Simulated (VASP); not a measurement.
# Sb in VASP: notebook

Runs on Sb. Level: r2SCAN. Tasks: single point.

Program: VASP 6.6.1. These are calculated values, not measurements. Logs are shortened: lines on timing, memory, paths and dates and some standing lists are left out, and cuts for length are marked.

## (1) The cell of the first run

Symmetry: P4/mmm, No. 123, tetragonal system. The conventional cell has a = 3.081 Å, b = 3.081 Å, c = 3.160 Å, α = 90.00°, β = 90.00°, γ = 90.00°. Within 4.1 Å of Sb (site symmetry 4/mmm) lie 6 Sb at 3.08 to 3.16 Å.

## (2) Single point, r2SCAN (strain -0.025 along x and y, +0.000 along z)

POSCAR

```
Sb
1.0
    3.0810000000      0.0000000000      0.0000000000
    0.0000000000      3.0810000000      0.0000000000
    0.0000000000      0.0000000000      3.1600000000
Sb
1
Direct
    0.0000000000      0.0000000000      0.0000000000
```

INCAR.step1

```
SYSTEM = Sb
PREC = Accurate
ENCUT = 520
ISMEAR = 0
SIGMA = 0.15
LREAL = .False.
LASPH = .True.
NELM = 100
NBANDS = 8
GGA = PE
ALGO = Normal
EDIFF = 1E-4
LWAVE = .True.
LCHARG = .False.
```

INCAR.step2

```
SYSTEM = Sb
PREC = Accurate
ENCUT = 520
EDIFF = 1E-7
ISMEAR = 0
SIGMA = 0.15
LREAL = .False.
LASPH = .True.
NELM = 100
ALGO = Normal
ISIF = 2
LWAVE = .False.
LCHARG = .True.
METAGGA = R2SCAN
LMIXTAU = .True.
LELF = .True.
LVHAR = .True.
NBANDS = 8
ISTART = 1
```

KPOINTS

```
regular mesh
0
Gamma
  16 16 16
  0 0 0
```

Potentials or basis: VASP PAW PBE potentials, release 64 (Sb).

The run is started by

```bash
$ cat potpaw_PBE.64/Sb/POTCAR > POTCAR
$ cp INCAR.step1 INCAR
$ mpirun -np 1 vasp_std > vasp.out
$ cp INCAR.step2 INCAR
$ mpirun -np 1 vasp_std > vasp.out
```

OUTCAR:

```text
SYSTEM = Sb
   PREC = Accurate
   ENCUT = 520
   EDIFF = 1E-7
   ISMEAR = 0
   LREAL = .False.
   LASPH = .True.
   NELM = 100
   ISIF = 2
   METAGGA = R2SCAN
   ISTART = 1

 ion  position               nearest neighbor table
   1  0.000  0.000  0.000-

  LATTYP: Found a simple tetragonal cell.
 ALAT       =     3.0810000000
 C/A-ratio  =     1.0256410256

  Lattice vectors:

 A1 = (   3.0810000000,   0.0000000000,   0.0000000000)
 A2 = (   0.0000000000,   3.0810000000,   0.0000000000)
 A3 = (   0.0000000000,   0.0000000000,   3.1600000000)

Analysis of symmetry for initial positions (statically):
=====================================================================
 Subroutine PRICEL returns:
 Original cell was already a primitive cell.

 Routine SETGRP: Setting up the symmetry group for a
 simple tetragonal supercell.

 Subroutine GETGRP returns: Found 16 space group operations
 (whereof 16 operations were pure point group operations)
 out of a pool of 16 trial point group operations.

The static configuration has the point symmetry D_4h.

Analysis of symmetry for dynamics (positions and initial velocities):
=====================================================================
 Subroutine PRICEL returns:
 Original cell was already a primitive cell.

 Routine SETGRP: Setting up the symmetry group for a
 simple tetragonal supercell.

 Subroutine GETGRP returns: Found 16 space group operations
 (whereof 16 operations were pure point group operations)
 out of a pool of 16 trial point group operations.

The dynamic configuration has the point symmetry D_4h.

 Subroutine INISYM returns: Found 16 space group operations
 (whereof 16 operations are pure point group operations),
 and found     1 'primitive' translations

----------------------------------------------------------------------------------------

                                     Primitive cell

  volume of cell :      29.9965

  direct lattice vectors                    reciprocal lattice vectors
     3.081000000  0.000000000  0.000000000     0.324569945  0.000000000  0.000000000
     0.000000000  3.081000000  0.000000000     0.000000000  0.324569945  0.000000000
     0.000000000  0.000000000  3.160000000     0.000000000  0.000000000  0.316455696

  length of vectors
     3.081000000  3.081000000  3.160000000     0.324569945  0.324569945  0.316455696

  position of ions in fractional coordinates (direct lattice)
     0.000000000  0.000000000  0.000000000

  ion indices of the primitive-cell ions
   primitive index   ion index
                 1           1

----------------------------------------------------------------------------------------

 KPOINTS: regular mesh

Automatic generation of k-mesh.
 Grid dimensions read from file:
 generate k-points for:   16   16   16

 Generating k-lattice:

  Cartesian coordinates                     Fractional coordinates (reciprocal lattice)
     0.020285622  0.000000000  0.000000000     0.062500000  0.000000000  0.000000000
     0.000000000  0.020285622  0.000000000     0.000000000  0.062500000  0.000000000
     0.000000000  0.000000000  0.019778481     0.000000000  0.000000000  0.062500000

  Length of vectors
     0.020285622  0.020285622  0.019778481

  Shift w.r.t. Gamma in fractional coordinates (k-lattice)
     0.000000000  0.000000000  0.000000000

 Subroutine IBZKPT returns following result:
 ===========================================

 Found    405 irreducible k-points:

 Following reciprocal coordinates:
            Coordinates               Weight
  0.000000  0.000000  0.000000      1.000000
  0.062500  0.000000  0.000000      4.000000
  0.125000  0.000000  0.000000      4.000000
  0.187500  0.000000  0.000000      4.000000
  0.250000  0.000000  0.000000      4.000000
  0.312500  0.000000  0.000000      4.000000
[... 16 lines left out ...]
  0.437500  0.125000  0.000000      8.000000
  0.500000  0.125000  0.000000      4.000000
 [... further k-points ...]
   k-points           NKPTS =    405   k-points in BZ     NKDIM =    405   number of bands    NBANDS=      8
   number of dos      NEDOS =    301   number of ions     NIONS =      1
   total plane-waves  NPLWV =  13824
   dimension x,y,z NGX =    24 NGY =   24 NGZ =   24
   dimension x,y,z NGXF=    48 NGYF=   48 NGZF=   48
   ions per type =               1
   NGX,Y,Z   is equivalent  to a cutoff of  12.95, 12.95, 12.63 a.u.
   NGXF,Y,Z  is equivalent  to a cutoff of  25.90, 25.90, 25.25 a.u.
 SYSTEM =  Sb
   PREC   = accura    normal or accurate (medium, high low for compatibility)
   ISTART =      1    job   : 0-new  1-cont  2-samecut
   ICHARG =      0    charge: 1-file 2-atom 10-const
   ISPIN  =      1    spin polarized calculation?
   LNONCOLLINEAR =      F non collinear calculations
   LSORBIT =      F    spin-orbit coupling
   LASPH  =      T    aspherical Exc in radial PAW
   ENCUT  =  520.0 eV  38.22 Ry    6.18 a.u.   5.73  5.73  5.88*2*pi/ulx,y,z
   NELM   =    100;   NELMIN=  2; NELMDL=  0     # of ELM steps
   EDIFF  = 0.1E-06   stopping-criterion for ELM
   LREAL  =      F    real-space projection
   EDIFFG = 0.1E-05   stopping-criterion for IOM
   NSW    =      0    number of steps for IOM
   IBRION =     -1    ionic relax: 0-MD 1-quasi-New 2-CG
   NFREE  =      0    steps in history (QN), initial steepest desc. (CG)
   ISIF   =      2    stress and relaxation
   ISYM   =      2    0-nonsym 1-usesym 2-fastsym
   POTIM  = 0.5000    time-step for ionic-motion
   TEBEG  =    0.0;   TEEND  =   0.0 temperature during run
   PSTRESS=    0.0 pullay stress
   NELECT =       5.0000    total number of electrons
   NUPDOWN=      -1.0000    fix difference up-down
   EMIN   =  10.00;   EMAX   =-10.00  energy-range for DOS
   EFERMI =   0.00;   METHOD = LEGACY
   ISMEAR =     0;   SIGMA  =   0.15  broadening in eV -4-tet -1-fermi 0-gaus
   EFERMI_NEDOS =   21; number of points for ismear=-14 and -15
   IALGO  =     38    algorithm
   IMIX   =      4    mixing-type and parameters
     AMIX     =   0.40;   BMIX     =  1.00
     AMIX_MAG =   1.60;   BMIX_MAG =  1.00
  volume/ion in A,a.u.               =      30.00       202.43
  Fermi-wavevector in a.u.,A,eV,Ry     =   0.900965  1.702577 11.044369  0.811738
  Thomas-Fermi vector in A             =   2.023988
   LORBIT       =      0    0 simple, 1 ext, 2 COOP (PROOUT), +10 PAW based schemes
   METAGGA = R2SCAN    functional components
   LHFCALC =     F    Hartree Fock is set to
   AEXX    =    0.0000 exact exchange contribution
   IVDW    =     0    specifies the selected vdW correction
   LEPSILON=     F    determine dielectric tensor
   LRPA    =     F    only Hartree local field effects (RPA)
 non-spin polarized calculation
 Gauss-broadening in eV      SIGMA  =   0.15
  energy-cutoff  :      520.00
  volume of cell :       30.00
 maximum number of plane-waves:       840
 NGX is ok and might be reduce to    24
   NGX = 11   NGY = 11   NGZ = 11

 number of electron       5.0000000 magnetization

 Free energy of the ion-electron system (eV)
  ---------------------------------------------------
  ext. energy  EPLUGINS =         0.00000000
  ---------------------------------------------------
  free energy    TOTEN  =       -25.63548736 eV

  energy without entropy =      -25.63055824  energy(sigma->0) =      -25.63302280

 E-fermi :   6.9915     XC(G=0): -10.0847

 val. band max:        6.9431578899   @ k =   0.3750   0.2500   0.0625
 cond. band min:       6.9934390726   @ k =   0.4375   0.0625   0.2500
 fundamental gap:      0.0502811827
 Fermi energy:         6.9915302723

 k-point     1 :       0.0000    0.0000    0.0000
  band No.  band energies     occupation
      1      -5.9497      2.00000
      2       9.9192      0.00000
      3      10.6614      0.00000
      4      10.6614      0.00000
      5      14.0034      0.00000
      6      14.3940      0.00000
      7      16.1619      0.00000
      8      25.2909      0.00000

 k-point     2 :       0.0625    0.0000    0.0000
  band No.  band energies     occupation
      1      -5.8885      2.00000
      2       9.8500      0.00000
      3       9.9799      0.00000
      4      10.7226      0.00000
      5      14.0900      0.00000
      6      14.8649      0.00000
      7      16.5902      0.00000
      8      24.6721      0.00000

 k-point     3 :       0.1250    0.0000    0.0000
  band No.  band energies     occupation
      1      -5.7059      2.00000
      2       8.2925      0.00000
      3      10.1587      0.00000
      4      10.9029      0.00000
      5      14.2461      0.00000
      6      15.3843      0.00000
      7      17.9864      0.00000
      8      23.5651      0.00000

 k-point     4 :       0.1875    0.0000    0.0000
  band No.  band energies     occupation
      1      -5.4058      2.00000
      2       6.6337      1.99926
      3      10.4450      0.00000
      4      11.1918      0.00000
      5      14.4881      0.00000
      6      15.7502      0.00000
      7      19.8517      0.00000
      8      22.3897      0.00000

 k-point     5 :       0.2500    0.0000    0.0000
  band No.  band energies     occupation
      1      -4.9974      2.00000
      2       5.0442      2.00000
      3      10.8186      0.00000
      4      11.5688      0.00000
      5      14.8174      0.00000
      6      16.1463      0.00000
      7      21.2495      0.00000
      8      21.6105      0.00000

 k-point     6 :       0.3125    0.0000    0.0000
  band No.  band energies     occupation
      1      -4.5007      2.00000
      2       3.5986      2.00000
      3      11.2445      0.00000
      4      11.9989      0.00000
      5      15.2229      0.00000
      6      16.6209      0.00000
      7      20.2092      0.00000
      8      20.8292      0.00000

 k-point     7 :       0.3750    0.0000    0.0000
  band No.  band energies     occupation
      1      -3.9621      2.00000
      2       2.3689      2.00000
      3      11.6646      0.00000
      4      12.4236      0.00000
      5      15.6745      0.00000
      6      17.1785      0.00000
      7      19.3420      0.00000
      8      19.9761      0.00000
[... 133 lines left out ...]
 k-point    20 :       0.2500    0.1250    0.0000
  band No.  band energies     occupation
      1      -4.7527      2.00000
      2       5.2701      2.00000
      3       9.2251      0.00000
      4      11.0611      0.00000
      5      15.2977      0.00000
      6      18.0527      0.00000
      7      19.4367      0.00000
      8      21.4235      0.00000

 k-point    21 :       0.3125    0.1250    0.0000
  band No.  band energies     occupation
      1      -4.2552      2.00000
      2       3.8271      2.00000
      3       9.6682      0.00000
      4      11.4887      0.00000
      5      15.7185      0.00000
      6      17.4768      0.00000
      7      19.3009      0.00000
      8      20.3890      0.00000

 k-point    22 :       0.3750    0.1250    0.0000
  band No.  band energies     occupation
      1      -3.7153      2.00000
      2       2.5974      2.00000
      3      10.1252      0.00000
      4      11.9108      0.00000
      5      16.0885      0.00000
      6      16.7853      0.00000
      7      19.3555      0.00000
      8      19.5246      0.00000

 k-point    23 :       0.4375    0.1250    0.0000
  band No.  band energies     occupation
      1      -3.2409      2.00000
      2       1.7039      2.00000
      3      10.4983      0.00000
      4      12.2378      0.00000
      5      15.8222      0.00000
      6      16.9411      0.00000
      7      18.9292      0.00000
      8      19.0117      0.00000

 k-point    24 :       0.5000    0.1250    0.0000
  band No.  band energies     occupation
      1      -3.0354      2.00000
      2       1.3580      2.00000
      3      10.6490      0.00000
      4      12.3644      0.00000
      5      15.6078      0.00000
      6      17.2077      0.00000
      7      18.7075      0.00000
      8      18.7128      0.00000

 [... further k-points ...]

------------------------ aborting loop because EDIFF is reached ----------------------------------------

  FORCE on cell =-STRESS in cart. coord.  units (eV):
  Direction    XX          YY          ZZ          XY          YZ          ZX
  --------------------------------------------------------------------------------------
  -------------------------------------------------------------------------------------
  Total       -0.0188729     -0.0188729     -0.6041040      0.0000000      0.0000000      0.0000000
  in kB       -1.0080427     -1.0080427    -32.2664964      0.0000000      0.0000000      0.0000000
  external PRESSURE =     -11.4275273 kB  Pullay stress =       0.0000000 kB

 VOLUME and BASIS-vectors are now :
 -----------------------------------------------------------------------------
  energy-cutoff  :      520.00
  volume of cell :       30.00
      direct lattice vectors                 reciprocal lattice vectors
     3.081000000  0.000000000  0.000000000     0.324569945  0.000000000  0.000000000
     0.000000000  3.081000000  0.000000000     0.000000000  0.324569945  0.000000000
     0.000000000  0.000000000  3.160000000     0.000000000  0.000000000  0.316455696

 POSITION                                       TOTAL-FORCE (eV/Angst)
 -----------------------------------------------------------------------------------
      0.00000      0.00000      0.00000         0.000000      0.000000      0.000000
 -----------------------------------------------------------------------------------
    total drift:                                0.000000      0.000000      0.000000

  FREE ENERGIE OF THE ION-ELECTRON SYSTEM (eV)
  ---------------------------------------------------
  free  energy   TOTEN  =       -25.6354873589 eV

  energy  without entropy=      -25.6305582356  energy(sigma->0) =      -25.63302280
```

It took 2.2 min on 1 thread of Intel Xeon Platinum 8488C (Sapphire Rapids), shared host; peak memory 0.21 GiB.

What came out:

* Free energy: -25.6355 eV
* Pressure: -1.1 GPa

Stress tensor (GPa, compression positive):
```
-0.10  0.00  0.00
 0.00 -0.10  0.00
 0.00  0.00 -3.23
```

Caveat: the cell differs from its parent crystal (strain -0.025 along x and y, +0.000 along z); the PAW data sets were made with another functional, which shifts forces and pressure a little; spin-orbit coupling is left out, which moves the levels of the heavy elements.

## (3) Single point, r2SCAN (strain -0.050 along x and y, -0.050 along z)

POSCAR

```
Sb
1.0
    3.0020000000      0.0000000000      0.0000000000
    0.0000000000      3.0020000000      0.0000000000
    0.0000000000      0.0000000000      3.0020000000
Sb
1
Direct
    0.0000000000      0.0000000000      0.0000000000
```

INCAR.step1

```
SYSTEM = Sb
ALGO     = Normal         ! electronic algorithm
EDIFF    = 1E-4           ! SCF threshold, eV
ENCUT    = 520            ! plane-wave cutoff, eV
GGA      = PE             ! functional
ISMEAR   = 0              ! smearing method
LASPH    = .True.         ! aspherical terms in the spheres
LCHARG   = .False.        ! write CHGCAR
LREAL    = .False.        ! projectors in reciprocal space
LWAVE    = .True.         ! write WAVECAR
NBANDS   = 8              ! bands
NELM     = 80             ! most SCF steps
PREC     = Accurate       ! precision mode
SIGMA    = 0.15           ! smearing width, eV
```

INCAR.step2

```
SYSTEM = Sb
ALGO     = Normal         ! electronic algorithm
EDIFF    = 1E-7           ! SCF threshold, eV
ENCUT    = 520            ! plane-wave cutoff, eV
ISIF     = 2              ! what is computed and relaxed
ISMEAR   = 0              ! smearing method
ISTART   = 1            
LASPH    = .True.         ! aspherical terms in the spheres
LCHARG   = .True.         ! write CHGCAR
LELF     = .True.         ! ELF
LMIXTAU  = .True.       
LREAL    = .False.        ! projectors in reciprocal space
LVHAR    = .True.       
LWAVE    = .False.        ! write WAVECAR
METAGGA  = R2SCAN         ! meta-GGA
NBANDS   = 8              ! bands
NELM     = 80             ! most SCF steps
PREC     = Accurate       ! precision mode
SIGMA    = 0.15           ! smearing width, eV
```

KPOINTS

```
k-points
0
Gamma
  16 16 16
  0 0 0
```

Potentials or basis: VASP PAW PBE potentials, release 64 (Sb).

The run is started by

```bash
$ cat potpaw_PBE.64/Sb/POTCAR > POTCAR
$ cp INCAR.step1 INCAR
$ mpirun -np 1 vasp_std > vasp.out
$ cp INCAR.step2 INCAR
$ mpirun -np 1 vasp_std > vasp.out
```

Run time: 43 s. Hardware: 1 thread of Intel Xeon Platinum 8488C (Sapphire Rapids), shared host; peak memory 0.16 GiB.

Results (log left out):

```
Free energy : -25.6014 eV
Pressure    : 6.2 GPa
```

Levels at points of the mesh, in eV from the Fermi level:
| k point | band 1 | band 2 | band 3 | band 4 | band 5 | band 6 | band 7 | band 8 |
| --- | --- | --- | --- | --- | --- | --- | --- | --- |
| (0.00, 0.00, 0.00) | -13.81 | 3.70 | 3.70 | 3.70 | 7.33 | 7.33 | 9.81 | 18.99 |
| (0.50, 0.00, 0.00) | -10.85 | -6.61 | 6.19 | 6.19 | 9.61 | 11.61 | 12.28 | 12.33 |
| (0.50, 0.50, 0.00) | -7.60 | -4.27 | -4.27 | 2.09 | 8.85 | 14.32 | 14.34 | 14.35 |
| (0.50, 0.50, 0.50) | -3.79 | -2.02 | -2.02 | -2.02 | 5.01 | 5.01 | 5.01 | 7.30 |

Caveat: the cell differs from its parent crystal (strain -0.050 along x and y, -0.050 along z); the PAW data sets were made with another functional, which shifts forces and pressure a little; spin-orbit coupling is left out, which moves the levels of the heavy elements.

(Continued in part 2 of 2.)
